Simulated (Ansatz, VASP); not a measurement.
## F: VASP beside Ansatz

The input INCAR:

```
SYSTEM = F
PREC = Accurate
ENCUT = 520
EDIFF = 1E-8
ISMEAR = -1
SIGMA = 0.05
LREAL = .FALSE.
LASPH = .TRUE.
NELM = 100
ALGO = Normal
ISIF = 2
LWAVE = .FALSE.
LCHARG = .FALSE.
GGA = PE
LEFG = .TRUE.
NBANDS = 14
```

Contents of KPOINTS:

```
Automatic mesh
0
G
  16 16 16
  0 0 0
```

The input POSCAR:

```
F
1.0
    0.0000000000      2.4691510941      2.4691510941
    2.4691510941      0.0000000000      2.4691510941
    2.4691510941      2.4691510941      0.0000000000
F
2
Direct
    0.0000000000      0.0000000000      0.0000000000
    0.2500000000      0.2500000000      0.2500000000
```

Input for Ansatz:

```yaml
crystal:
  lattice:
    - [0.0, 2.4691510941, 2.4691510941]
    - [2.4691510941, 0.0, 2.4691510941]
    - [2.4691510941, 2.4691510941, 0.0]
  atoms:
    - { symbol: F, position: [0.0, 0.0, 0.0] }
    - { symbol: F, position: [0.25, 0.25, 0.25] }
kpoints:
  mp_grid: { grid: [16, 16, 16] }
scf:
  occupations: { method: fermi_dirac, width: 0.05 }
hamiltonian:
  xc: pbe
  pseudopotentials: { kind: all_electron, datasets: crystal }
output:
  forces: true
  stress: true
  eigenvalues: true
  efg: { contact_densities: true }
```

Change from the starting cell: volume scaled by 1.04, crystal datasets.

Alike in both runs: task electric field gradients; functional PBE; k mesh 16 × 16 × 16; occupations fermi-dirac, width 0.05 eV; no spin polarisation.

|  | VASP | Ansatz |
| --- | --- | --- |
| version | VASP 6.6.1 | Ansatz 0.2.0 |
| potentials or method | VASP PAW PBE potentials, release 64 (F), cutoff 520 eV | all-electron PAW with datasets made for the crystal, scalar-relativistic |

VASP gave:

- pressure (GPa): -1.9

Which values does Ansatz return?

Pressure (GPa): -1.4.

Ansatz ran all-electron here, and VASP with PAW potentials.
